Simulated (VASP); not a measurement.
# Se (Im-3m) in VASP: further runs

Runs on Se. Level: PBEsol. Tasks: single point, relaxation of cell and atoms.

All numbers are computed with VASP 6.6.1; they aren't measurements. Logs are shortened: lines on timing, memory, paths and dates and some standing lists are left out, and cuts for length are marked.

## 1. The cell of the first run

The structure is cubic, space group Im-3m (No. 229). The conventional cell has a = 2.775 Å, b = 2.775 Å, c = 2.775 Å, α = 90.00°, β = 90.00°, γ = 90.00°. Within 3.2 Å of Se (site symmetry m-3m) lie 14 Se at 2.40 to 2.78 Å.

This isn't the form of Se at room conditions, which is trigonal, of chains.

## 2. Single point, PBEsol

File INCAR:

```
SYSTEM = Se
  PREC = Accurate
  ENCUT = 520
  EDIFF = 1E-6
  ISMEAR = 0
  SIGMA = 0.1
  LREAL = .FALSE.
  LASPH = .TRUE.
  NELM = 100
  ALGO = Normal
  ISIF = 2
  LWAVE = .FALSE.
  LCHARG = .TRUE.
  GGA = PS
  LELF = .TRUE.
  LVHAR = .TRUE.
  NBANDS = 9
```

File KPOINTS:

```
regular mesh
0
G
  18 18 18
  0 0 0
```

File POSCAR:

```
Se
1.0
   -1.3876487866      1.3876487866      1.3876487866
    1.3876487866     -1.3876487866      1.3876487866
    1.3876487866      1.3876487866     -1.3876487866
Se
1
Direct
    0.0000000000      0.0000000000      0.0000000000
```

Potentials or basis: VASP PAW PBE potentials, release 64 (Se).

Started as:

```
cat potpaw_PBE.64/Se/POTCAR > POTCAR
mpirun -np 1 vasp_std > vasp.out
```

OUTCAR:

```text
SYSTEM = Se
   PREC = Accurate
   ENCUT = 520
   EDIFF = 1E-6
   ISMEAR = 0
   LREAL = .FALSE.
   LASPH = .TRUE.
   NELM = 100
   ISIF = 2
   GGA = PS

 ion  position               nearest neighbor table
   1  0.000  0.000  0.000-

  LATTYP: Found a body centered cubic cell.
 ALAT       =     2.7752975732

  Lattice vectors:

 A1 = (  -1.3876487866,   1.3876487866,   1.3876487866)
 A2 = (   1.3876487866,  -1.3876487866,   1.3876487866)
 A3 = (   1.3876487866,   1.3876487866,  -1.3876487866)

Analysis of symmetry for initial positions (statically):
=====================================================================
 Subroutine PRICEL returns:
 Original cell was already a primitive cell.

 Routine SETGRP: Setting up the symmetry group for a
 body centered cubic supercell.

 Subroutine GETGRP returns: Found 48 space group operations
 (whereof 48 operations were pure point group operations)
 out of a pool of 48 trial point group operations.

The static configuration has the point symmetry O_h .

Analysis of symmetry for dynamics (positions and initial velocities):
=====================================================================
 Subroutine PRICEL returns:
 Original cell was already a primitive cell.

 Routine SETGRP: Setting up the symmetry group for a
 body centered cubic supercell.

 Subroutine GETGRP returns: Found 48 space group operations
 (whereof 48 operations were pure point group operations)
 out of a pool of 48 trial point group operations.

The dynamic configuration has the point symmetry O_h .

 Subroutine INISYM returns: Found 48 space group operations
 (whereof 48 operations are pure point group operations),
 and found     1 'primitive' translations

----------------------------------------------------------------------------------------

                                     Primitive cell

  volume of cell :      10.6881

  direct lattice vectors                    reciprocal lattice vectors
    -1.387648787  1.387648787  1.387648787     0.000000000  0.360321722  0.360321722
     1.387648787 -1.387648787  1.387648787     0.360321722  0.000000000  0.360321722
     1.387648787  1.387648787 -1.387648787     0.360321722  0.360321722  0.000000000

  length of vectors
     2.403478201  2.403478201  2.403478201     0.509571866  0.509571866  0.509571866

  position of ions in fractional coordinates (direct lattice)
     0.000000000  0.000000000  0.000000000

  ion indices of the primitive-cell ions
   primitive index   ion index
                 1           1

----------------------------------------------------------------------------------------

 KPOINTS: regular mesh

Automatic generation of k-mesh.
 Grid dimensions read from file:
 generate k-points for:   18   18   18

 Generating k-lattice:

  Cartesian coordinates                     Fractional coordinates (reciprocal lattice)
     0.000000000  0.020017873  0.020017873     0.055555556  0.000000000  0.000000000
     0.020017873  0.000000000  0.020017873     0.000000000  0.055555556  0.000000000
     0.020017873  0.020017873  0.000000000     0.000000000  0.000000000  0.055555556

  Length of vectors
     0.028309548  0.028309548  0.028309548

  Shift w.r.t. Gamma in fractional coordinates (k-lattice)
     0.000000000  0.000000000  0.000000000

 Subroutine IBZKPT returns following result:
 ===========================================

 Found    195 irreducible k-points:

 Following reciprocal coordinates:
            Coordinates               Weight
  0.000000  0.000000  0.000000      1.000000
  0.055556  0.000000  0.000000     12.000000
  0.111111  0.000000  0.000000     12.000000
  0.166667  0.000000  0.000000     12.000000
  0.222222  0.000000  0.000000     12.000000
  0.277778  0.000000  0.000000     12.000000
[... 16 lines left out ...]
  0.333333  0.111111  0.000000     48.000000
  0.388889  0.111111  0.000000     48.000000
 [... further k-points ...]
   k-points           NKPTS =    195   k-points in BZ     NKDIM =    195   number of bands    NBANDS=      9
   number of dos      NEDOS =    301   number of ions     NIONS =      1
   total plane-waves  NPLWV =   5832
   dimension x,y,z NGX =    18 NGY =   18 NGZ =   18
   dimension x,y,z NGXF=    36 NGYF=   36 NGZF=   36
   ions per type =               1
   NGX,Y,Z   is equivalent  to a cutoff of  12.45, 12.45, 12.45 a.u.
   NGXF,Y,Z  is equivalent  to a cutoff of  24.90, 24.90, 24.90 a.u.
 SYSTEM =  Se
   PREC   = accura    normal or accurate (medium, high low for compatibility)
   ISTART =      0    job   : 0-new  1-cont  2-samecut
   ICHARG =      2    charge: 1-file 2-atom 10-const
   ISPIN  =      1    spin polarized calculation?
   LNONCOLLINEAR =      F non collinear calculations
   LSORBIT =      F    spin-orbit coupling
   LASPH  =      T    aspherical Exc in radial PAW
   ENCUT  =  520.0 eV  38.22 Ry    6.18 a.u.   4.47  4.47  4.47*2*pi/ulx,y,z
   NELM   =    100;   NELMIN=  2; NELMDL= -5     # of ELM steps
   EDIFF  = 0.1E-05   stopping-criterion for ELM
   LREAL  =      F    real-space projection
   EDIFFG = 0.1E-04   stopping-criterion for IOM
   NSW    =      0    number of steps for IOM
   IBRION =     -1    ionic relax: 0-MD 1-quasi-New 2-CG
   NFREE  =      0    steps in history (QN), initial steepest desc. (CG)
   ISIF   =      2    stress and relaxation
   ISYM   =      2    0-nonsym 1-usesym 2-fastsym
   POTIM  = 0.5000    time-step for ionic-motion
   TEBEG  =    0.0;   TEEND  =   0.0 temperature during run
   PSTRESS=    0.0 pullay stress
   NELECT =       6.0000    total number of electrons
   NUPDOWN=      -1.0000    fix difference up-down
   EMIN   =  10.00;   EMAX   =-10.00  energy-range for DOS
   EFERMI =   0.00;   METHOD = LEGACY
   ISMEAR =     0;   SIGMA  =   0.10  broadening in eV -4-tet -1-fermi 0-gaus
   EFERMI_NEDOS =   21; number of points for ismear=-14 and -15
   IALGO  =     38    algorithm
   IMIX   =      4    mixing-type and parameters
     AMIX     =   0.40;   BMIX     =  1.00
     AMIX_MAG =   1.60;   BMIX_MAG =  1.00
  volume/ion in A,a.u.               =      10.69        72.13
  Fermi-wavevector in a.u.,A,eV,Ry     =   1.350493  2.552062 24.814734  1.823832
  Thomas-Fermi vector in A             =   2.477993
   LORBIT       =      0    0 simple, 1 ext, 2 COOP (PROOUT), +10 PAW based schemes
   GGA     = PS    functional components
   LHFCALC =     F    Hartree Fock is set to
   AEXX    =    0.0000 exact exchange contribution
   IVDW    =     0    specifies the selected vdW correction
   LEPSILON=     F    determine dielectric tensor
   LRPA    =     F    only Hartree local field effects (RPA)
 non-spin polarized calculation
 Gauss-broadening in eV      SIGMA  =   0.10
  energy-cutoff  :      520.00
  volume of cell :       10.69
 maximum number of plane-waves:       321
 NGX is ok and might be reduce to    18
   NGX =  9   NGY =  9   NGZ =  9

 number of electron       6.0000001 magnetization

 Free energy of the ion-electron system (eV)
  ---------------------------------------------------
  ext. energy  EPLUGINS =         0.00000000
  ---------------------------------------------------
  free energy    TOTEN  =        -0.42271735 eV

  energy without entropy =       -0.41960984  energy(sigma->0) =       -0.42116360

 E-fermi :  15.9695     XC(G=0): -13.8047

 val. band max:       15.9393871630   @ k =  -0.2778   0.2778   0.2222
 cond. band min:      15.9895393508   @ k =   0.1667   0.1111   0.0556
 fundamental gap:      0.0501521878
 Fermi energy:        15.9694970589

 k-point     1 :       0.0000    0.0000    0.0000
  band No.  band energies     occupation
      1      -8.6970      2.00000
      2      23.9726      0.00000
      3      23.9726      0.00000
      4      23.9726      0.00000
      5      30.1636      0.00000
      6      30.1636      0.00000
      7      30.1636      0.00000
      8      33.9457      0.00000
      9      33.9457      0.00000

 k-point     2 :       0.0556    0.0000    0.0000
  band No.  band energies     occupation
      1      -8.5766      2.00000
      2      22.9569      0.00000
      3      23.3971      0.00000
      4      23.8354      0.00000
      5      29.4713      0.00000
      6      29.9082      0.00000
      7      30.9350      0.00000
      8      32.4395      0.00000
      9      32.9416      0.00000

 k-point     3 :       0.1111    0.0000    0.0000
  band No.  band energies     occupation
      1      -8.2156      2.00000
      2      20.5465      0.00000
      3      22.1696      0.00000
      4      23.4396      0.00000
      5      28.1896      0.00000
      6      28.8067      0.00000
      7      32.3073      0.00000
      8      32.5515      0.00000
      9      32.7521      0.00000

 k-point     4 :       0.1667    0.0000    0.0000
  band No.  band energies     occupation
      1      -7.6141      2.00000
      2      17.5948      0.00000
      3      20.8312      0.00000
      4      22.8459      0.00000
      5      26.9151      0.00000
      6      27.5877      0.00000
      7      32.2078      0.00000
      8      33.2886      0.00000
      9      35.0745      0.00000
[... 205 lines left out ...]
 k-point    22 :       0.2778    0.1111    0.0000
  band No.  band energies     occupation
      1      -4.0238      2.00000
      2       8.9564      2.00000
      3      15.1053      2.00000
      4      19.2054      0.00000
      5      25.6356      0.00000
      6      28.2951      0.00000
      7      32.5155      0.00000
      8      39.1659      0.00000
      9      41.2331      0.00000

 k-point    23 :       0.3333    0.1111    0.0000
  band No.  band energies     occupation
      1      -2.4941      2.00000
      2       6.3371      2.00000
      3      14.4756      2.00000
      4      18.7016      0.00000
      5      25.1663      0.00000
      6      28.1093      0.00000
      7      33.5760      0.00000
      8      40.6500      0.00000
      9      40.8839      0.00000

 k-point    24 :       0.3889    0.1111    0.0000
  band No.  band energies     occupation
      1      -0.8025      2.00000
      2       3.9803      2.00000
      3      14.0991      2.00000
      4      18.3925      0.00000
      5      24.8789      0.00000
      6      27.9533      0.00000
      7      34.9887      0.00000
      8      38.7451      0.00000
      9      42.4956      0.00000

 [... further k-points ...]

------------------------ aborting loop because EDIFF is reached ----------------------------------------

  FORCE on cell =-STRESS in cart. coord.  units (eV):
  Direction    XX          YY          ZZ          XY          YZ          ZX
  --------------------------------------------------------------------------------------
  -------------------------------------------------------------------------------------
  Total       12.5634870     12.5634870     12.5634870      0.0000000      0.0000000      0.0000000
  in kB     1883.3112618   1883.3112618   1883.3112618      0.0000000      0.0000000      0.0000000
  external PRESSURE =    1883.3112618 kB  Pullay stress =       0.0000000 kB

 VOLUME and BASIS-vectors are now :
 -----------------------------------------------------------------------------
  energy-cutoff  :      520.00
  volume of cell :       10.69
      direct lattice vectors                 reciprocal lattice vectors
    -1.387648787  1.387648787  1.387648787     0.000000000  0.360321722  0.360321722
     1.387648787 -1.387648787  1.387648787     0.360321722  0.000000000  0.360321722
     1.387648787  1.387648787 -1.387648787     0.360321722  0.360321722  0.000000000

 POSITION                                       TOTAL-FORCE (eV/Angst)
 -----------------------------------------------------------------------------------
      0.00000      0.00000      0.00000         0.000000      0.000000     -0.000000
 -----------------------------------------------------------------------------------
    total drift:                               -0.000000      0.000000     -0.000000

  FREE ENERGIE OF THE ION-ELECTRON SYSTEM (eV)
  ---------------------------------------------------
  free  energy   TOTEN  =        -0.4227173525 eV

  energy  without entropy=       -0.4196098409  energy(sigma->0) =       -0.42116360
```

Run time: 8.5 s. Hardware: 1 thread of AMD EPYC 9R45 (Zen 5), shared host; peak memory 0.1 GiB.

Results:

```
Free energy            : -0.4227 eV
Pressure               : 188.3 GPa
Band gap on the k mesh : zero (bands 3 and 4 overlap by 15.63 eV)
```

Levels at points of the mesh, in eV from the Fermi level:
```tsv
k point	band 1	band 2	band 3	band 4	band 5	band 6
(0.00, 0.00, 0.00)	-24.67	8.00	8.00	8.00	14.19	14.19
(0.50, 0.00, 0.00)	-15.86	-13.82	0.57	4.10	7.20	8.20
(0.50, 0.50, 0.50)	-7.59	-6.68	-6.68	-6.68	-0.08	-0.08
```

Caveat: the cell stands under pressure; the PAW data sets were made with another functional, which shifts forces and pressure a little.

## 3. Single point, PBEsol

File INCAR:

```
SYSTEM = Se
PREC = Accurate
ENCUT = 520
EDIFF = 1E-6
ISMEAR = 0
SIGMA = 0.1
LREAL = .False.
LASPH = .True.
NELM = 100
ALGO = Normal
ISIF = 2
LWAVE = .False.
LCHARG = .True.
GGA = PS
LELF = .True.
LVHAR = .True.
NBANDS = 9
```

File KPOINTS:

```
Automatic mesh
0
Gamma
  22 22 22
  0 0 0
```

File POSCAR:

```
Se
1.0
   -1.3874807200      1.3874807200      1.3874807200
    1.3874807200     -1.3874807200      1.3874807200
    1.3874807200      1.3874807200     -1.3874807200
Se
1
Direct
    0.0000000000      0.0000000000      0.0000000000
```

Potentials or basis: VASP PAW PBE potentials, release 64 (Se).

Started as:

```
cat potpaw_PBE.64/Se/POTCAR > POTCAR
mpirun -np 1 vasp_std > vasp.out
```

It took 14 s on 1 thread of AMD EPYC 9R45 (Zen 5), shared host; peak memory 0.11 GiB.

Results (log left out):

```
Free energy            : -0.4292 eV
Pressure               : 188.4 GPa
Band gap on the k mesh : zero (bands 3 and 4 overlap by 15.86 eV)
```

Levels at points of the mesh, in eV from the Fermi level:
| k point | band 1 | band 2 | band 3 | band 4 | band 5 | band 6 | band 7 | band 8 |
| --- | --- | --- | --- | --- | --- | --- | --- | --- |
| (0.00, 0.00, 0.00) | -24.58 | 8.10 | 8.10 | 8.10 | 14.29 | 14.29 | 14.29 | 18.07 |
| (0.50, 0.00, 0.00) | -15.77 | -13.73 | 0.67 | 4.19 | 7.30 | 8.29 | 22.61 | 24.51 |
| (0.50, 0.50, 0.50) | -7.49 | -6.59 | -6.59 | -6.59 | 0.01 | 0.01 | 31.05 | 31.05 |

Caveat: the cell stands under pressure; the PAW data sets were made with another functional, which shifts forces and pressure a little.

## 4. Relaxation of cell and atoms, PBEsol, target pressure 185 GPa, at which the enthalpy is minimised

File INCAR:

```
PREC = Accurate
ENCUT = 600
EDIFF = 1E-6
ISMEAR = 0
SIGMA = 0.1
LREAL = F
LASPH = T
NELM = 100
ALGO = Fast
ISIF = 3
LWAVE = F
LCHARG = F
GGA = PS
IBRION = 2
NSW = 100
EDIFFG = -0.002
PSTRESS = 1850.0
```

File KPOINTS:

```
Automatic mesh
0
Gamma
  22 22 22
```

File POSCAR:

```
Se
1.0
   -1.3876487866      1.3876487866      1.3876487866
    1.3876487866     -1.3876487866      1.3876487866
    1.3876487866      1.3876487866     -1.3876487866
Se
1
Direct
    0.0000000000      0.0000000000      0.0000000000
```

Started as:

```
cat potpaw_PBE.64/Se/POTCAR > POTCAR
mpirun -np 1 vasp_std > vasp.out
```

Wall time 30 s (1 thread of AMD EPYC 9R45 (Zen 5), shared host); peak memory 0.12 GiB.

Results (log left out):

```yaml
Free_energy: -0.4877 eV
Relaxed_volume: 10.73 Å³/atom
Relaxed_cell: a = 2.407 Å, b = 2.407 Å, c = 2.407 Å, α = 109.47°, β = 109.47°, γ = 109.47°
Space_group_after_relaxing_to_0.1_Å: Im-3m (No. 229)
Energy_change_on_relaxing_the_run_minimises_the_enthalpy: -53.6 meV/atom
Ionic_steps: 4
Pressure_after_relaxing: 185.0 GPa
Band_gap_on_the_k_mesh: zero (bands 3 and 4 overlap by 15.76 eV)
```

Step by step:
```
step  energy change (eV)  largest force (eV/Å)  pressure (GPa)  volume (Å³)
   1              0.0000                0.0000          188.16        10.69
   2             -0.3641                0.0000          166.91        11.02
   3             -0.0546                0.0000          184.96        10.73
   4             -0.0536                0.0000          185.02        10.73
```

Final structure:
```
CELL_PARAMETERS angstrom
-1.38964 1.38964 1.38964
1.38964 -1.38964 1.38964
1.38964 1.38964 -1.38964
ATOMIC_POSITIONS crystal
Se 0.00000 0.00000 0.00000
```

Levels at points of the mesh, in eV from the Fermi level:
| k point | band 1 | band 2 | band 3 | band 4 | band 5 | band 6 |
| --- | --- | --- | --- | --- | --- | --- |
| (0.00, 0.00, 0.00) | -24.50 | 8.04 | 8.04 | 8.04 | 14.27 | 14.27 |
| (0.50, 0.00, 0.00) | -15.74 | -13.67 | 0.66 | 4.18 | 7.30 | 8.27 |
| (0.50, 0.50, 0.50) | -7.53 | -6.56 | -6.56 | -6.56 | 0.04 | 0.04 |

Caveat: the cell is relaxed towards a set pressure, so the run minimises the enthalpy, not the energy; the PAW data sets were made with another functional, which shifts forces and pressure a little.

## 5. Overview

| task | cell | k mesh | cutoff (eV) | gap on the mesh (eV) | pressure (GPa) |
| --- | --- | --- | --- | --- | --- |
| single point | a = 2.403 Å, angles 109.5°, 1 atom | 18 × 18 × 18 | 520 | none | 188.3 |
| single point | a = 2.403 Å, angles 109.5°, 1 atom | 22 × 22 × 22 | 520 | none | 188.4 |
| relaxation of cell and atoms | relaxed to 185 GPa from a = 2.403 Å, angles 109.5°, 1 atom | 22 × 22 × 22 | 600 | none | 185.0 |

Alike in all rows: level PBEsol; potentials or basis VASP PAW PBE potentials, release 64 (Se); no spin polarisation; smearing gaussian 0.1 eV.

Caveats: the PAW data sets were made with another functional, which shifts forces and pressure a little; the cell stands under pressure (at least some runs); the cell is relaxed towards a set pressure, so the run minimises the enthalpy, not the energy (at least some runs).

Absolute energies hang on the potentials; compare differences alone.
